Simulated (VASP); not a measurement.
**HfN: single point with PBEsol**

The system is HfN.

```
CELL_PARAMETERS angstrom
0.00000 -2.43353 -2.43353
0.00000 2.43353 -2.43353
4.86707 0.00000 0.00000
ATOMIC_POSITIONS crystal
Hf 0.50000 0.50000 0.50000
Hf 0.00000 0.00000 0.00000
N 0.00000 0.50000 0.25000
N 0.50000 0.00000 0.75000
```

- Program: VASP 6.6.1
- Task: single point
- Functional: PBEsol
- Potentials or basis: VASP PAW PBE potentials, release 64 (Hf_pv, N)
- Cutoff: 520 eV
- k mesh: 18 × 18 × 12
- Occupations: gaussian, width 0.15 eV
- Spin: no spin polarisation
- Dipole correction: no
- Further INCAR settings: ALGO = Normal; EDIFF = 1e-06; NBANDS = 23

```
Pressure               : -0.8 GPa
Band gap on the k mesh : zero (band 15 reaches 7.40 eV, above the bottom of band 16 at 4.48 eV)
```

Levels at points of the mesh, in eV from the Fermi level:
| k point | band 11 | band 12 | band 13 | band 14 | band 15 | band 16 | band 17 | band 18 | band 19 | band 20 |
| --- | --- | --- | --- | --- | --- | --- | --- | --- | --- | --- |
| (0.00, 0.00, 0.00) | -5.58 | -5.58 | -3.63 | -3.63 | -1.16 | -0.68 | 2.21 | 2.26 | 2.26 | 4.13 |
| (0.50, 0.00, 0.00) | -5.28 | -5.28 | -4.75 | -4.75 | 0.97 | 0.97 | 1.32 | 1.32 | 2.72 | 2.72 |
| (0.50, 0.50, 0.00) | -3.63 | -3.63 | -3.63 | -3.63 | -1.16 | -1.16 | 2.21 | 2.21 | 4.13 | 4.13 |
| (0.00, 0.00, 0.50) | -4.76 | -4.76 | -4.76 | -4.76 | -0.25 | -0.25 | 2.61 | 2.61 | 3.08 | 3.08 |
| (0.50, 0.00, 0.50) | -4.97 | -4.97 | -4.97 | -4.97 | 1.58 | 1.58 | 2.78 | 2.78 | 2.78 | 2.78 |
| (0.50, 0.50, 0.50) | -5.21 | -5.21 | -3.59 | -3.59 | -1.33 | -1.33 | 1.41 | 1.41 | 3.69 | 3.69 |

Wall time 2.7 min on 1 thread of Intel(R) Xeon(R) 6975P-C (Granite Rapids), with other jobs on the host, peak memory 0.51 GiB.

Caveat: the PAW data sets were made with another functional, which shifts forces and pressure a little; spin-orbit coupling is left out, which moves the levels of the heavy elements.
